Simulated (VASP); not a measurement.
Input of a VASP 6.6.1 run:

INCAR

```
  PREC = Accurate
  ENCUT = 520
  EDIFF = 1E-6
  ISMEAR = -1
  SIGMA = 0.05
  LREAL = F
  LASPH = T
  NELM = 100
  ALGO = Normal
  ISIF = 2
  LWAVE = F
  LCHARG = F
  GGA = PE
  NBANDS = 13
```

File KPOINTS:

```
regular mesh
0
Gamma
  12 12 16
```

POSCAR

```
C
1.0
    4.6505353015      0.0000000000      0.0000000000
   -2.3252676507      4.0274817123      0.0000000000
    0.0000000000      0.0000000000      1.2572098453
C
3
Direct
    0.0000000000      0.0000000000      0.0000000000
    0.3333333333      0.6666666667      0.5000000000
    0.6666666667      0.3333333333      0.5000000000
```

Potentials or basis: VASP PAW PBE potentials, release 64 (C).

The run is started by

```console
$ cat potpaw_PBE.64/C/POTCAR > POTCAR
$ mpirun -np 1 vasp_std > vasp.out
```

(1) Predict the pressure.

(2) Estimate the band gap on the k mesh.

Results:

(1) 42.4 GPa.

(2) zero (band 6 reaches 15.93 eV, above the bottom of band 7 at -2.05 eV).
